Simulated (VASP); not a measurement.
Write the native input for VASP 6.6.1 that does the following.

```yaml
Task: single point
Functional: PBE
Potentials_or_basis: VASP PAW PBE potentials, release 64 (Cd, F)
Cutoff: 520 eV
k_mesh: 8 × 8 × 8
Occupations: gaussian, width 0.05 eV
Spin: no spin polarisation
Dipole_correction: no
Further_INCAR_settings: ALGO = Normal; EDIFF = 1e-06; NBANDS = 20
```

The structure of CdF2 lies in POSCAR:

```
CdF2
1.0
    0.0000000000      2.6940000000      2.6940000000
    2.6940000000      0.0000000000      2.6940000000
    2.6940000000      2.6940000000      0.0000000000
Cd F
1 2
Direct
   -0.0160732258     -0.0160732258     -0.0160732258
    0.2500000000      0.2500000000      0.2500000000
    0.7500000000      0.7500000000      0.7500000000
```

This cell differs from its parent crystal: all Cd atoms moved -0.150 Å, as atom 1 along Cartesian [1 1 1].

These files were run (other wordings do the same):

INCAR

```
SYSTEM = CdF2
  PREC = Accurate
  ENCUT = 520
  EDIFF = 1E-6
  ISMEAR = 0
  SIGMA = 0.05
  LREAL = .False.
  LASPH = .True.
  NELM = 80
  ALGO = Normal
  ISIF = 2
  LWAVE = .False.
  LCHARG = .True.
  GGA = PE
  LELF = .True.
  LVHAR = .True.
  NBANDS = 20
```

KPOINTS

```
regular mesh
0
Gamma
  8 8 8
  0 0 0
```

Potentials or basis: VASP PAW PBE potentials, release 64 (Cd, F).

Command:

```sh
$ cat potpaw_PBE.64/Cd/POTCAR potpaw_PBE.64/F/POTCAR > POTCAR
$ mpirun -np 1 vasp_std > vasp.out
```

Results of the run:

The pressure is 7.6 GPa and the largest force is 0.979 eV/Å. The band gap on the k mesh is 3.09 eV, indirect (least direct gap 3.58 eV).

Caveat: the cell differs from its parent crystal (all Cd atoms moved -0.150 Å, as atom 1 along Cartesian [1 1 1]).

Run time: 31 s on 1 thread of Intel(R) Xeon(R) Platinum 8375C CPU @ 2.90GHz (Ice Lake) (shared host), peak memory 0.18 GiB.
